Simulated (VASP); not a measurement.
# AlW3 (Pm-3m) in VASP: further runs

Runs on AlW3. Level: PBE. Tasks: single point, relaxation of cell and atoms.

Program: VASP 6.6.1. These are calculated values, not measurements. Logs are shortened: lines on timing, memory, paths and dates and some standing lists are left out, and cuts for length are marked.

## Step 1: The cell of the first run

It takes space group Pm-3m (No. 221, cubic). Conventional cell: a = 4.192 Å, b = 4.192 Å, c = 4.192 Å, α = 90.00°, β = 90.00°, γ = 90.00°. Al (site symmetry m-3m) has 6 W at 2.10 Å within 2.8 Å. Within 2.8 Å of W (site symmetry 4/mmm) lie 2 Al at 2.10 Å.

The cell was built from a structure type or drawn by symmetry, and may not be a known phase.

## Step 2: Single point, PBE

The input, INCAR:

```
ALGO     = Normal         # electronic algorithm
EDIFF    = 1E-6           # SCF threshold, eV
ENCUT    = 520            # plane-wave cutoff, eV
GGA      = PE             # functional
ISIF     = 2              # what is computed and relaxed
ISMEAR   = 0              # smearing method
LASPH    = T              # aspherical terms in the spheres
LCHARG   = F              # write CHGCAR
LREAL    = F              # projectors in reciprocal space
LWAVE    = F              # write WAVECAR
NBANDS   = 30             # bands
NELM     = 60             # most SCF steps
PREC     = Accurate       # precision mode
SIGMA    = 0.1            # smearing width, eV
```

The input, KPOINTS:

```
k-points
0
Gamma
  4 4 4
```

The input, POSCAR:

```
AlW3
1.0
    4.1918422800      0.0000000000      0.0000000000
    0.0000000000      4.1918422800      0.0000000000
    0.0000000000      0.0000000000      4.1918422800
Al W
1 3
Direct
    0.0000000000      0.0000000000      0.0000000000
    0.5000000000      0.0000000000      0.0000000000
    0.0000000000      0.5000000000      0.0000000000
    0.0000000000      0.0000000000      0.5000000000
```

Potentials or basis: VASP PAW PBE potentials, release 64 (Al, W_sv).

The run is started by

```console
cat potpaw_PBE.64/Al/POTCAR potpaw_PBE.64/W_sv/POTCAR > POTCAR
mpirun -np 1 vasp_std > vasp.out
```

OUTCAR:

```text
EDIFF = 1E-6
   ENCUT = 520
   GGA = PE
   ISIF = 2
   ISMEAR = 0
   LASPH = T
   LREAL = F
   NELM = 60
   PREC = Accurate

 ion  position               nearest neighbor table
   1  0.000  0.000  0.000-   2 2.10   3 2.10   4 2.10   4 2.10   3 2.10   2 2.10
   2  0.500  0.000  0.000-   1 2.10   1 2.10   4 2.96   4 2.96   3 2.96   3 2.96   3 2.96   4 2.96
                             4 2.96   3 2.96
   3  0.000  0.500  0.000-   1 2.10   1 2.10   4 2.96   4 2.96   2 2.96   2 2.96   4 2.96   4 2.96
                             2 2.96   2 2.96
   4  0.000  0.000  0.500-   1 2.10   1 2.10   3 2.96   2 2.96   2 2.96   3 2.96   3 2.96   3 2.96
                             2 2.96   2 2.96

  LATTYP: Found a simple cubic cell.
 ALAT       =     4.1918422800

  Lattice vectors:

 A1 = (   4.1918422800,   0.0000000000,   0.0000000000)
 A2 = (   0.0000000000,   4.1918422800,   0.0000000000)
 A3 = (   0.0000000000,   0.0000000000,   4.1918422800)

Analysis of symmetry for initial positions (statically):
=====================================================================
 Subroutine PRICEL returns:
 Original cell was already a primitive cell.

 Routine SETGRP: Setting up the symmetry group for a
 simple cubic supercell.

 Subroutine GETGRP returns: Found 48 space group operations
 (whereof 48 operations were pure point group operations)
 out of a pool of 48 trial point group operations.

The static configuration has the point symmetry O_h .

Analysis of symmetry for dynamics (positions and initial velocities):
=====================================================================
 Subroutine PRICEL returns:
 Original cell was already a primitive cell.

 Routine SETGRP: Setting up the symmetry group for a
 simple cubic supercell.

 Subroutine GETGRP returns: Found 48 space group operations
 (whereof 48 operations were pure point group operations)
 out of a pool of 48 trial point group operations.

The dynamic configuration has the point symmetry O_h .

 Subroutine INISYM returns: Found 48 space group operations
 (whereof 48 operations are pure point group operations),
 and found     1 'primitive' translations

----------------------------------------------------------------------------------------

                                     Primitive cell

  volume of cell :      73.6571

  direct lattice vectors                    reciprocal lattice vectors
     4.191842280  0.000000000  0.000000000     0.238558594  0.000000000  0.000000000
     0.000000000  4.191842280  0.000000000     0.000000000  0.238558594  0.000000000
     0.000000000  0.000000000  4.191842280     0.000000000  0.000000000  0.238558594

  length of vectors
     4.191842280  4.191842280  4.191842280     0.238558594  0.238558594  0.238558594

  position of ions in fractional coordinates (direct lattice)
     0.000000000  0.000000000  0.000000000
     0.500000000  0.000000000  0.000000000
     0.000000000  0.500000000  0.000000000
     0.000000000  0.000000000  0.500000000

  ion indices of the primitive-cell ions
   primitive index   ion index
                 1           1
                 2           2
                 3           3
                 4           4

----------------------------------------------------------------------------------------

 KPOINTS: k-points

Automatic generation of k-mesh.
 Grid dimensions read from file:
 generate k-points for:    4    4    4

 Generating k-lattice:

  Cartesian coordinates                     Fractional coordinates (reciprocal lattice)
     0.059639648  0.000000000  0.000000000     0.250000000  0.000000000  0.000000000
     0.000000000  0.059639648  0.000000000     0.000000000  0.250000000  0.000000000
     0.000000000  0.000000000  0.059639648     0.000000000  0.000000000  0.250000000

  Length of vectors
     0.059639648  0.059639648  0.059639648

  Shift w.r.t. Gamma in fractional coordinates (k-lattice)
     0.000000000  0.000000000  0.000000000

 Subroutine IBZKPT returns following result:
 ===========================================

 Found     10 irreducible k-points:

 Following reciprocal coordinates:
            Coordinates               Weight
  0.000000  0.000000  0.000000      1.000000
  0.250000  0.000000  0.000000      6.000000
  0.500000  0.000000  0.000000      3.000000
  0.250000  0.250000  0.000000     12.000000
  0.500000  0.250000  0.000000     12.000000
  0.500000  0.500000  0.000000      3.000000
  0.250000  0.250000  0.250000      8.000000
  0.500000  0.250000  0.250000     12.000000
  0.500000  0.500000  0.250000      6.000000
  0.500000  0.500000  0.500000      1.000000
   k-points           NKPTS =     10   k-points in BZ     NKDIM =     10   number of bands    NBANDS=     30
   number of dos      NEDOS =    301   number of ions     NIONS =      4
   total plane-waves  NPLWV =  32768
   dimension x,y,z NGX =    32 NGY =   32 NGZ =   32
   dimension x,y,z NGXF=    64 NGYF=   64 NGZF=   64
   ions per type =               1   3
   NGX,Y,Z   is equivalent  to a cutoff of  12.69, 12.69, 12.69 a.u.
   NGXF,Y,Z  is equivalent  to a cutoff of  25.38, 25.38, 25.38 a.u.
 SYSTEM =  unknown system
   PREC   = accura    normal or accurate (medium, high low for compatibility)
   ISTART =      0    job   : 0-new  1-cont  2-samecut
   ICHARG =      2    charge: 1-file 2-atom 10-const
   ISPIN  =      1    spin polarized calculation?
   LNONCOLLINEAR =      F non collinear calculations
   LSORBIT =      F    spin-orbit coupling
   LASPH  =      T    aspherical Exc in radial PAW
   ENCUT  =  520.0 eV  38.22 Ry    6.18 a.u.   7.79  7.79  7.79*2*pi/ulx,y,z
   NELM   =     60;   NELMIN=  2; NELMDL= -5     # of ELM steps
   EDIFF  = 0.1E-05   stopping-criterion for ELM
   LREAL  =      F    real-space projection
   EDIFFG = 0.1E-04   stopping-criterion for IOM
   NSW    =      0    number of steps for IOM
   IBRION =     -1    ionic relax: 0-MD 1-quasi-New 2-CG
   NFREE  =      0    steps in history (QN), initial steepest desc. (CG)
   ISIF   =      2    stress and relaxation
   ISYM   =      2    0-nonsym 1-usesym 2-fastsym
   POTIM  = 0.5000    time-step for ionic-motion
   TEBEG  =    0.0;   TEEND  =   0.0 temperature during run
   PSTRESS=    0.0 pullay stress
   NELECT =      45.0000    total number of electrons
   NUPDOWN=      -1.0000    fix difference up-down
   EMIN   =  10.00;   EMAX   =-10.00  energy-range for DOS
   EFERMI =   0.00;   METHOD = LEGACY
   ISMEAR =     0;   SIGMA  =   0.10  broadening in eV -4-tet -1-fermi 0-gaus
   EFERMI_NEDOS =   21; number of points for ismear=-14 and -15
   IALGO  =     38    algorithm
   IMIX   =      4    mixing-type and parameters
     AMIX     =   0.40;   BMIX     =  1.00
     AMIX_MAG =   1.60;   BMIX_MAG =  1.00
  volume/ion in A,a.u.               =      18.41       124.27
  Fermi-wavevector in a.u.,A,eV,Ry     =   1.389123  2.625062 26.254659  1.929663
  Thomas-Fermi vector in A             =   2.513184
   LORBIT       =      0    0 simple, 1 ext, 2 COOP (PROOUT), +10 PAW based schemes
   GGA     = PE    functional components
   LHFCALC =     F    Hartree Fock is set to
   AEXX    =    0.0000 exact exchange contribution
   IVDW    =     0    specifies the selected vdW correction
   LEPSILON=     F    determine dielectric tensor
   LRPA    =     F    only Hartree local field effects (RPA)
 non-spin polarized calculation
 Gauss-broadening in eV      SIGMA  =   0.10
  energy-cutoff  :      520.00
  volume of cell :       73.66
 maximum number of plane-waves:      2000
 NGX is ok and might be reduce to    32
   NGX = 15   NGY = 15   NGZ = 15

 number of electron      45.0000009 magnetization

 Free energy of the ion-electron system (eV)
  ---------------------------------------------------
  ext. energy  EPLUGINS =         0.00000000
  ---------------------------------------------------
  free energy    TOTEN  =       -26.96795168 eV

  energy without entropy =      -26.94278976  energy(sigma->0) =      -26.95537072

 E-fermi :   7.7102     XC(G=0): -11.6041

 val. band max:        7.6303394484   @ k =   0.5000   0.2500   0.0000
 cond. band min:       7.7379740385   @ k =   0.5000   0.0000   0.0000
 fundamental gap:      0.1076345902
 Fermi energy:         7.7102447761

 k-point     1 :       0.0000    0.0000    0.0000
  band No.  band energies     occupation
      1     -66.1583      2.00000
      2     -66.0914      2.00000
      3     -66.0914      2.00000
      4     -30.8664      2.00000
      5     -30.8664      2.00000
      6     -30.8664      2.00000
[... 22 lines left out ...]
     29      12.0436      0.00000
     30      12.0436      0.00000

 k-point     2 :       0.2500    0.0000    0.0000
  band No.  band energies     occupation
      1     -66.1495      2.00000
      2     -66.0991      2.00000
      3     -66.0915      2.00000
      4     -30.8344      2.00000
      5     -30.8344      2.00000
      6     -30.8251      2.00000
[... 22 lines left out ...]
     29      12.0459      0.00000
     30      13.1776      0.00000

 k-point     3 :       0.5000    0.0000    0.0000
  band No.  band energies     occupation
      1     -66.1360      2.00000
      2     -66.1112      2.00000
      3     -66.0914      2.00000
      4     -30.7980      2.00000
      5     -30.7980      2.00000
      6     -30.7695      2.00000
[... 22 lines left out ...]
     29      12.0484      0.00000
     30      14.1584      0.00000

 k-point     4 :       0.2500    0.2500    0.0000
  band No.  band energies     occupation
      1     -66.1414      2.00000
      2     -66.1014      2.00000
      3     -66.0959      2.00000
      4     -30.9264      2.00000
      5     -30.8011      2.00000
      6     -30.6879      2.00000
[... 22 lines left out ...]
     29      10.7032      0.00000
     30      12.7530      0.00000

 k-point     5 :       0.5000    0.2500    0.0000
  band No.  band energies     occupation
      1     -66.1288      2.00000
      2     -66.1112      2.00000
      3     -66.0973      2.00000
      4     -30.9548      2.00000
      5     -30.7627      2.00000
      6     -30.6010      2.00000
[... 22 lines left out ...]
     29      10.1392      0.00000
     30      12.2692      0.00000

 k-point     6 :       0.5000    0.5000    0.0000
  band No.  band energies     occupation
      1     -66.1137      2.00000
      2     -66.1112      2.00000
      3     -66.1112      2.00000
      4     -31.0266      2.00000
      5     -30.7211      2.00000
      6     -30.5327      2.00000
[... 22 lines left out ...]
     29      10.6360      0.00000
     30      12.6795      0.00000

 k-point     7 :       0.2500    0.2500    0.2500
  band No.  band energies     occupation
      1     -66.1347      2.00000
      2     -66.1013      2.00000
      3     -66.1013      2.00000
      4     -31.0340      2.00000
      5     -30.6657      2.00000
      6     -30.6657      2.00000
[... 22 lines left out ...]
     29      11.7824      0.00000
     30      13.1459      0.00000

 k-point     8 :       0.5000    0.2500    0.2500
  band No.  band energies     occupation
      1     -66.1236      2.00000
      2     -66.1111      2.00000
      3     -66.1012      2.00000
      4     -31.0915      2.00000
      5     -30.6343      2.00000
      6     -30.5748      2.00000
[... 22 lines left out ...]
     29      10.9928      0.00000
     30      12.6880      0.00000

 k-point     9 :       0.5000    0.5000    0.2500
  band No.  band energies     occupation
      1     -66.1124      2.00000
      2     -66.1111      2.00000
      3     -66.1111      2.00000
      4     -31.1753      2.00000
      5     -30.5868      2.00000
      6     -30.5323      2.00000
[... 22 lines left out ...]
     29      10.5592      0.00000
     30      12.4241      0.00000

 k-point    10 :       0.5000    0.5000    0.5000
  band No.  band energies     occupation
      1     -66.1110      2.00000
      2     -66.1110      2.00000
      3     -66.1110      2.00000
      4     -31.2752      2.00000
      5     -30.5319      2.00000
      6     -30.5319      2.00000
[... 22 lines left out ...]
     29      11.5977      0.00000
     30      11.5977      0.00000

------------------------ aborting loop because EDIFF is reached ----------------------------------------

  FORCE on cell =-STRESS in cart. coord.  units (eV):
  Direction    XX          YY          ZZ          XY          YZ          ZX
  --------------------------------------------------------------------------------------
  -------------------------------------------------------------------------------------
  Total       23.4768665     23.4768665     23.4768665      0.0000000     -0.0000000      0.0000000
  in kB      510.6647855    510.6647855    510.6647855      0.0000000     -0.0000000      0.0000000
  external PRESSURE =     510.6647855 kB  Pullay stress =       0.0000000 kB

 VOLUME and BASIS-vectors are now :
 -----------------------------------------------------------------------------
  energy-cutoff  :      520.00
  volume of cell :       73.66
      direct lattice vectors                 reciprocal lattice vectors
     4.191842280  0.000000000  0.000000000     0.238558594  0.000000000  0.000000000
     0.000000000  4.191842280  0.000000000     0.000000000  0.238558594  0.000000000
     0.000000000  0.000000000  4.191842280     0.000000000  0.000000000  0.238558594

 POSITION                                       TOTAL-FORCE (eV/Angst)
 -----------------------------------------------------------------------------------
      0.00000      0.00000      0.00000         0.000000      0.000000      0.000000
      2.09592      0.00000      0.00000         0.000000      0.000000      0.000000
      0.00000      2.09592      0.00000         0.000000      0.000000      0.000000
      0.00000      0.00000      2.09592         0.000000      0.000000      0.000000
 -----------------------------------------------------------------------------------
    total drift:                                0.000000      0.000000     -0.000000

  FREE ENERGIE OF THE ION-ELECTRON SYSTEM (eV)
  ---------------------------------------------------
  free  energy   TOTEN  =       -26.9679516806 eV

  energy  without entropy=      -26.9427897588  energy(sigma->0) =      -26.95537072
```

It took 16 s on 1 thread of Intel Xeon 6975P-C (Granite Rapids), shared host; peak memory 0.18 GiB.

Results:

* Free energy: -26.9680 eV
* Pressure: 51.1 GPa
* Band gap on the k mesh: zero (an odd number of electrons rules out a gap without spin polarisation)

Caveat: the k points lie up to 0.37 Å⁻¹ apart, too coarse for converged energies and pressures of a metal; spin-orbit coupling is left out, which moves the levels of the heavy elements.

## Step 3: Single point, PBE

This run uses another cell than the first one, of 24.11 Å³/atom.

The input, INCAR:

```
PREC = Accurate
ENCUT = 520
EDIFF = 1E-6
ISMEAR = 0
SIGMA = 0.1
LREAL = False
LASPH = True
NELM = 100
ALGO = Normal
ISIF = 2
LWAVE = False
LCHARG = False
GGA = PE
NBANDS = 30
```

The input, KPOINTS:

```
Automatic mesh
0
Gamma
  4 4 4
```

The input, POSCAR:

```
AlW3
1.0
    4.5855805109      0.0000000000      0.0000000000
    0.0000000000      4.5855805109      0.0000000000
    0.0000000000      0.0000000000      4.5855805109
Al W
1 3
Direct
    0.0000000000      0.0000000000      0.0000000000
    0.5000000000      0.0000000000      0.0000000000
    0.0000000000      0.5000000000      0.0000000000
    0.0000000000      0.0000000000      0.5000000000
```

Potentials or basis: VASP PAW PBE potentials, release 64 (Al, W_sv).

The run is started by

```console
cat potpaw_PBE.64/Al/POTCAR potpaw_PBE.64/W_sv/POTCAR > POTCAR
mpirun -np 1 vasp_std > vasp.out
```

Run time: 29 s. Hardware: 1 thread of Intel Xeon 6975P-C (Granite Rapids), shared host; peak memory 0.21 GiB.

The run converged. Its results:

```
Free energy            : -29.8747 eV
Pressure               : 0.3 GPa
Band gap on the k mesh : zero (an odd number of electrons rules out a gap without spin polarisation)
```

Levels at points of the mesh, in eV from the Fermi level:
```
           k point  band 19  band 20  band 21  band 22  band 23  band 24  band 25  band 26
(0.00, 0.00, 0.00)    -2.01     0.31     0.31     0.55     0.55     0.55     0.97     0.97
(0.50, 0.00, 0.00)    -1.63    -1.63    -1.46    -0.58     0.01     0.33     0.51     0.96
(0.50, 0.50, 0.00)    -1.11    -1.02    -1.02    -0.71    -0.27    -0.27     0.27     0.56
(0.50, 0.50, 0.50)    -0.64    -0.64    -0.16    -0.16    -0.16     1.08     1.08     1.08
```

Caveat: spin-orbit coupling is left out, which moves the levels of the heavy elements.

[end of part 1 of 2]
